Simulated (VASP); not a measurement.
# GaP (I-4m2) in VASP: notebook

Runs on GaP. Level: PBE. Tasks: single point.

All numbers are computed with VASP 6.6.1; they aren't measurements. Logs are shortened: lines on timing, memory, paths and dates and some standing lists are left out, and cuts for length are marked.

**1. The cell of the first run**

The structure is tetragonal, space group I-4m2 (No. 119). Conventional cell: a = 3.546 Å, b = 3.546 Å, c = 5.450 Å, α = 90.00°, β = 90.00°, γ = 90.00°. Within 3.0 Å of Ga (site symmetry -4m2) lie 4 P at 2.24 Å. Within 3.0 Å of P (site symmetry -4m2) lie 4 Ga at 2.24 Å.

**2. Single point, PBE (strain -0.080 along x and y, +0.000 along z)**

INCAR

```
ALGO = Normal
EDIFF = 1E-6
ENCUT = 520
GGA = PE
ISIF = 2
ISMEAR = 0
LASPH = True
LCHARG = True
LELF = True
LREAL = False
LVHAR = True
LWAVE = False
NBANDS = 16
NELM = 80
PREC = Accurate
SIGMA = 0.05
```

KPOINTS

```
k-points
0
Gamma
  8 8 8
```

POSCAR

```
GaP
1.0
    0.0000000000      2.5072300000      2.7252500000
    2.5072300000      0.0000000000      2.7252500000
    2.5072300000      2.5072300000      0.0000000000
Ga P
1 1
Direct
    0.0000000000      0.0000000000      0.0000000000
    0.7500000000      0.7500000000      0.7500000000
```

Potentials or basis: VASP PAW PBE potentials, release 64 (Ga_d, P).

On the command line:

```sh
cat potpaw_PBE.64/Ga_d/POTCAR potpaw_PBE.64/P/POTCAR > POTCAR
mpirun -np 1 vasp_std > vasp.out
```

OUTCAR:

```text
EDIFF = 1E-6
   ENCUT = 520
   GGA = PE
   ISIF = 2
   ISMEAR = 0
   LASPH = True
   LREAL = False
   NELM = 80
   PREC = Accurate

 ion  position               nearest neighbor table
   1  0.000  0.000  0.000-   2 2.24   2 2.24   2 2.24   2 2.24
   2  0.750  0.750  0.750-   1 2.24   1 2.24   1 2.24   1 2.24

  LATTYP: Found a body centered tetragonal cell.
 ALAT       =     3.5457586700
 C/A-ratio  =     1.5371886548

  Lattice vectors:

 A1 = (  -2.5072300000,   0.0000000000,   2.7252500000)
 A2 = (   2.5072300000,   0.0000000000,   2.7252500000)
 A3 = (   0.0000000000,   2.5072300000,  -2.7252500000)

Analysis of symmetry for initial positions (statically):
=====================================================================
 Subroutine PRICEL returns:
 Original cell was already a primitive cell.

 Routine SETGRP: Setting up the symmetry group for a
 body centered tetragonal supercell.

 Subroutine GETGRP returns: Found  8 space group operations
 (whereof  8 operations were pure point group operations)
 out of a pool of 16 trial point group operations.

The static configuration has the point symmetry D_2d.

Analysis of symmetry for dynamics (positions and initial velocities):
=====================================================================
 Subroutine PRICEL returns:
 Original cell was already a primitive cell.

 Routine SETGRP: Setting up the symmetry group for a
 body centered tetragonal supercell.

 Subroutine GETGRP returns: Found  8 space group operations
 (whereof  8 operations were pure point group operations)
 out of a pool of 16 trial point group operations.

The dynamic configuration has the point symmetry D_2d.

 Subroutine INISYM returns: Found  8 space group operations
 (whereof  8 operations are pure point group operations),
 and found     1 'primitive' translations

----------------------------------------------------------------------------------------

                                     Primitive cell

  volume of cell :      34.2629

  direct lattice vectors                    reciprocal lattice vectors
     0.000000000  2.507230000  2.725250000    -0.199423268  0.199423268  0.183469406
     2.507230000  0.000000000  2.725250000     0.199423268 -0.199423268  0.183469406
     2.507230000  2.507230000  0.000000000     0.199423268  0.199423268 -0.183469406

[... 74 lines left out ...]
   PREC   = accura    normal or accurate (medium, high low for compatibility)
   ISTART =      0    job   : 0-new  1-cont  2-samecut
   ICHARG =      2    charge: 1-file 2-atom 10-const
   ISPIN  =      1    spin polarized calculation?
   LNONCOLLINEAR =      F non collinear calculations
   LSORBIT =      F    spin-orbit coupling
   LASPH  =      T    aspherical Exc in radial PAW
   ENCUT  =  520.0 eV  38.22 Ry    6.18 a.u.   6.89  6.89  6.59*2*pi/ulx,y,z
   NELM   =     80;   NELMIN=  2; NELMDL= -5     # of ELM steps
   EDIFF  = 0.1E-05   stopping-criterion for ELM
   LREAL  =      F    real-space projection
   EDIFFG = 0.1E-04   stopping-criterion for IOM
   NSW    =      0    number of steps for IOM
   IBRION =     -1    ionic relax: 0-MD 1-quasi-New 2-CG
   NFREE  =      0    steps in history (QN), initial steepest desc. (CG)
   ISIF   =      2    stress and relaxation
   ISYM   =      2    0-nonsym 1-usesym 2-fastsym
   POTIM  = 0.5000    time-step for ionic-motion
   TEBEG  =    0.0;   TEEND  =   0.0 temperature during run
   PSTRESS=    0.0 pullay stress
   NELECT =      18.0000    total number of electrons
   NUPDOWN=      -1.0000    fix difference up-down
   EMIN   =  10.00;   EMAX   =-10.00  energy-range for DOS
   EFERMI =   0.00;   METHOD = LEGACY
   ISMEAR =     0;   SIGMA  =   0.05  broadening in eV -4-tet -1-fermi 0-gaus
   EFERMI_NEDOS =   21; number of points for ismear=-14 and -15
   IALGO  =     38    algorithm
   IMIX   =      4    mixing-type and parameters
     AMIX     =   0.40;   BMIX     =  1.00
     AMIX_MAG =   1.60;   BMIX_MAG =  1.00
  volume/ion in A,a.u.               =      17.13       115.61
  Fermi-wavevector in a.u.,A,eV,Ry     =   1.320963  2.496259 23.741407  1.744944
  Thomas-Fermi vector in A             =   2.450752
   LORBIT       =      0    0 simple, 1 ext, 2 COOP (PROOUT), +10 PAW based schemes
   GGA     = PE    functional components
   LHFCALC =     F    Hartree Fock is set to
   AEXX    =    0.0000 exact exchange contribution
   IVDW    =     0    specifies the selected vdW correction
   LEPSILON=     F    determine dielectric tensor
   LRPA    =     F    only Hartree local field effects (RPA)
 non-spin polarized calculation
 Gauss-broadening in eV      SIGMA  =   0.05
  energy-cutoff  :      520.00
  volume of cell :       34.26
 maximum number of plane-waves:       938
   NGX = 13   NGY = 13   NGZ = 13

 number of electron      18.0000006 magnetization

 Free energy of the ion-electron system (eV)
  ---------------------------------------------------
  ext. energy  EPLUGINS =         0.00000000
  ---------------------------------------------------
  free energy    TOTEN  =        -8.63159760 eV

  energy without entropy =       -8.63159760  energy(sigma->0) =       -8.63159760

 E-fermi :   7.0084     XC(G=0): -10.6222

 val. band max:        6.7226478247   @ k =   0.0000   0.0000   0.0000
 cond. band min:       7.5618096952   @ k =   0.5000   0.0000   0.5000
 fundamental gap:      0.8391618706
 Fermi energy:         7.0083994652

 k-point     1 :       0.0000    0.0000    0.0000
  band No.  band energies     occupation
      1      -8.4523      2.00000
      2      -8.4229      2.00000
      3      -8.4229      2.00000
      4      -8.2808      2.00000
      5      -8.2734      2.00000
      6      -7.3403      2.00000
[... 433 lines left out ...]
      3      -8.3829      2.00000
      4      -8.2921      2.00000
      5      -8.2538      2.00000
      6      -5.4691      2.00000
[... 8 lines left out ...]
     15      17.5476      0.00000
     16      18.6924      0.00000

 [... further k-points ...]
[... 5 lines left out ...]
  --------------------------------------------------------------------------------------
  -------------------------------------------------------------------------------------
  Total        5.3963760      5.3963760      3.8886382      0.0000000      0.0000000      0.0000000
  in kB      252.3411572    252.3411572    181.8374888      0.0000000      0.0000000      0.0000000
  external PRESSURE =     228.8399344 kB  Pullay stress =       0.0000000 kB

 VOLUME and BASIS-vectors are now :
 -----------------------------------------------------------------------------
  energy-cutoff  :      520.00
  volume of cell :       34.26
      direct lattice vectors                 reciprocal lattice vectors
     0.000000000  2.507230000  2.725250000    -0.199423268  0.199423268  0.183469406
     2.507230000  0.000000000  2.725250000     0.199423268 -0.199423268  0.183469406
     2.507230000  2.507230000  0.000000000     0.199423268  0.199423268 -0.183469406

 POSITION                                       TOTAL-FORCE (eV/Angst)
 -----------------------------------------------------------------------------------
      0.00000      0.00000      0.00000         0.000000      0.000000     -0.000000
      3.76084      3.76084      4.08788        -0.000000     -0.000000      0.000000
 -----------------------------------------------------------------------------------
    total drift:                               -0.000001     -0.000001     -0.000001

  FREE ENERGIE OF THE ION-ELECTRON SYSTEM (eV)
  ---------------------------------------------------
  free  energy   TOTEN  =        -8.6315975992 eV

  energy  without entropy=       -8.6315975992  energy(sigma->0) =       -8.63159760
```

stdout:

```text
POSCAR found type information on POSCAR GaP
 POSCAR found :  2 types and       2 ions
 scaLAPACK will be used
 LDA part: xc-table for (Slater+PW92), standard interpolation
 POSCAR, INCAR and KPOINTS ok, starting setup
 FFT: planning ... GRIDC
 FFT: planning ... GRID_SOFT
 FFT: planning ... GRID
 WAVECAR not read
 entering main loop
```

Wall time 22 s (1 thread of AMD EPYC 7R13 (Zen 3), shared host); peak memory 0.14 GiB.

Results:

```
Free energy            : -8.6316 eV
Pressure               : 22.9 GPa
Band gap on the k mesh : 0.84 eV, indirect (least direct gap 2.87 eV)
```

Levels at points of the mesh, in eV from the valence-band top:
```csv
k point,band 5,band 6,band 7,band 8,band 9,band 10,band 11,band 12,band 13,band 14
"(0.00, 0.00, 0.00)",-15.00,-14.06,-0.61,0.00,0.00,2.99,3.60,3.60,3.75,8.69
"(0.50, 0.00, 0.00)",-14.97,-11.38,-7.89,-2.01,-1.14,1.72,4.33,4.83,8.39,11.65
"(0.50, 0.50, 0.00)",-14.97,-10.61,-8.25,-3.04,-3.04,1.56,1.96,11.70,11.70,12.01
"(0.50, 0.00, 0.50)",-14.95,-10.09,-7.58,-3.76,-3.67,0.84,1.11,10.80,11.22,12.03
```

Caveat: the cell differs from its parent crystal (strain -0.080 along x and y, +0.000 along z).

**3. Single point, PBE (strain -0.040 along x and y, -0.080 along z)**

INCAR

```
PREC = Accurate
ENCUT = 520
EDIFF = 1E-6
ISMEAR = 0
SIGMA = 0.05
LREAL = False
LASPH = True
NELM = 60
ALGO = Normal
ISIF = 2
LWAVE = False
LCHARG = False
GGA = PE
NBANDS = 16
```

KPOINTS

```
regular mesh
0
Gamma
  8 8 8
```

POSCAR

```
GaP
1.0
    0.0000000000      2.6162400000      2.5072300000
    2.6162400000      0.0000000000      2.5072300000
    2.6162400000      2.6162400000      0.0000000000
Ga P
1 1
Direct
    0.0000000000      0.0000000000      0.0000000000
    0.7500000000      0.7500000000      0.7500000000
```

Potentials or basis: VASP PAW PBE potentials, release 64 (Ga_d, P).

On the command line:

```sh
cat potpaw_PBE.64/Ga_d/POTCAR potpaw_PBE.64/P/POTCAR > POTCAR
mpirun -np 1 vasp_std > vasp.out
```

Wall time 25 s (1 thread of AMD EPYC 7R13 (Zen 3), shared host); peak memory 0.14 GiB.

Results (log left out):

```yaml
Free_energy: -8.6712 eV
Pressure: 22.8 GPa
Band_gap_on_the_k_mesh: 0.86 eV, indirect (least direct gap 3.06 eV)
```

Stress tensor (GPa, compression positive):
```
21.95  0.00  0.00
 0.00 21.95  0.00
 0.00  0.00 24.56
```

Levels at points of the mesh, in eV from the valence-band top:
```
           k point  band 5  band 6  band 7  band 8  band 9  band 10  band 11  band 12  band 13  band 14
(0.00, 0.00, 0.00)  -14.95  -14.03   -0.25   -0.25    0.00     3.06     3.59     3.67     3.67     9.37
(0.50, 0.00, 0.00)  -14.93  -11.35   -7.86   -1.75   -1.35     1.95     4.26     4.72     8.36    11.72
(0.50, 0.50, 0.00)  -14.91  -10.06   -7.55   -3.71   -3.71     0.86     1.12    11.59    11.59    12.45
(0.50, 0.00, 0.50)  -14.92  -10.32   -7.89   -3.38   -3.34     1.22     1.57    11.37    11.65    12.47
```

Caveat: the cell differs from its parent crystal (strain -0.040 along x and y, -0.080 along z).

**4. Single point, PBE (strain -0.080 along x and y, +0.040 along z)**

INCAR

```
SYSTEM = GaP
ALGO = Normal
EDIFF = 1E-6
ENCUT = 520
GGA = PE
ISIF = 2
ISMEAR = 0
LASPH = .TRUE.
LCHARG = .FALSE.
LREAL = .FALSE.
LWAVE = .FALSE.
NBANDS = 16
NELM = 60
PREC = Accurate
SIGMA = 0.05
```

KPOINTS

```
k-points
0
G
  8 8 8
  0 0 0
```

POSCAR

```
GaP
1.0
    0.0000000000      2.5072300000      2.8342600000
    2.5072300000      0.0000000000      2.8342600000
    2.5072300000      2.5072300000      0.0000000000
Ga P
1 1
Direct
    0.0000000000      0.0000000000      0.0000000000
    0.7500000000      0.7500000000      0.7500000000
```

On the command line:

```sh
cat potpaw_PBE.64/Ga_d/POTCAR potpaw_PBE.64/P/POTCAR > POTCAR
mpirun -np 1 vasp_std > vasp.out
```

Wall time 22 s (1 thread of AMD EPYC 7R13 (Zen 3), shared host); peak memory 0.14 GiB.

The run converged. Its results:

* Free energy: -8.7475 eV
* Pressure: 16.5 GPa
* Band gap on the k mesh: 0.76 eV, indirect (least direct gap 2.26 eV)

Stress tensor (GPa, compression positive):
```
20.30  0.00  0.00
 0.00 20.30  0.00
 0.00  0.00  8.92
```

Levels at points of the mesh, in eV from the valence-band top:
| k point | band 7 | band 8 | band 9 | band 10 | band 11 | band 12 |
| --- | --- | --- | --- | --- | --- | --- |
| (0.00, 0.00, 0.00) | -0.92 | 0.00 | 0.00 | 2.45 | 3.56 | 3.56 |
| (0.50, 0.00, 0.00) | -7.70 | -2.22 | -0.97 | 1.29 | 4.38 | 4.95 |
| (0.50, 0.50, 0.00) | -8.29 | -2.76 | -2.76 | 1.79 | 2.20 | 11.18 |
| (0.50, 0.00, 0.50) | -7.35 | -3.76 | -3.66 | 0.77 | 0.98 | 10.02 |

Caveat: the cell differs from its parent crystal (strain -0.080 along x and y, +0.040 along z). A k mesh can miss the band edges.

**5. Single point, PBE (strain -0.080 along x and y, +0.080 along z)**

INCAR

```
  PREC = Accurate
  ENCUT = 520
  EDIFF = 1E-6
  ISMEAR = 0
  SIGMA = 0.05
  LREAL = F
  LASPH = T
  NELM = 100
  ALGO = Normal
  ISIF = 2
  LWAVE = F
  LCHARG = T
  GGA = PE
  LELF = T
  LVHAR = T
  NBANDS = 16
```

KPOINTS

```
regular mesh
0
Gamma
  8 8 8
```

POSCAR

```
GaP
1.0
    0.0000000000      2.5072300000      2.9432700000
    2.5072300000      0.0000000000      2.9432700000
    2.5072300000      2.5072300000      0.0000000000
Ga P
1 1
Direct
    0.0000000000      0.0000000000      0.0000000000
    0.7500000000      0.7500000000      0.7500000000
```

On the command line:

```sh
cat potpaw_PBE.64/Ga_d/POTCAR potpaw_PBE.64/P/POTCAR > POTCAR
mpirun -np 1 vasp_std > vasp.out
```

Run time: 26 s. Hardware: 1 thread of AMD EPYC 7R13 (Zen 3), shared host; peak memory 0.15 GiB.

The run converged. Its results:

| Item | Value |
| --- | --- |
| Free energy | -8.7884 eV |
| Pressure | 11.2 GPa |
| Band gap on the k mesh | 0.66 eV, indirect (least direct gap 1.68 eV) |

Stress tensor (GPa, compression positive):
```
16.49  0.00  0.00
 0.00 16.49  0.00
 0.00  0.00  0.64
```

Levels at points of the mesh, in eV from the valence-band top:
| k point | band 7 | band 8 | band 9 | band 10 | band 11 | band 12 |
| --- | --- | --- | --- | --- | --- | --- |
| (0.00, 0.00, 0.00) | -1.24 | 0.00 | 0.00 | 1.88 | 3.52 | 3.52 |
| (0.50, 0.00, 0.00) | -7.53 | -2.41 | -0.81 | 0.87 | 4.45 | 5.04 |
| (0.50, 0.50, 0.00) | -8.32 | -2.51 | -2.51 | 1.99 | 2.41 | 10.40 |
| (0.50, 0.00, 0.50) | -7.14 | -3.76 | -3.64 | 0.70 | 0.84 | 9.29 |

Caveat: the cell differs from its parent crystal (strain -0.080 along x and y, +0.080 along z). A k mesh can miss the band edges.

**6. The runs side by side**

```tsv
cell	gap on the mesh (eV)	pressure (GPa)
a = 3.703, b = 3.703, c = 3.546 Å, angles 61.4, 61.4, 57.2°, 2 atoms	0.84	22.9
a = 3.624, b = 3.624, c = 3.700 Å, angles 59.3, 59.3, 61.4°, 2 atoms	0.86	22.8
a = 3.784, b = 3.784, c = 3.546 Å, angles 62.1, 62.1, 55.9°, 2 atoms	0.76	16.5
a = 3.866, b = 3.866, c = 3.546 Å, angles 62.7, 62.7, 54.6°, 2 atoms	0.66	11.2
```

Alike in all rows: task single point; level PBE; potentials or basis VASP PAW PBE potentials, release 64 (Ga_d, P); no spin polarisation; k mesh 8 × 8 × 8; cutoff (eV) 520; smearing gaussian 0.05 eV.

Absolute energies hang on the potentials; compare differences alone.
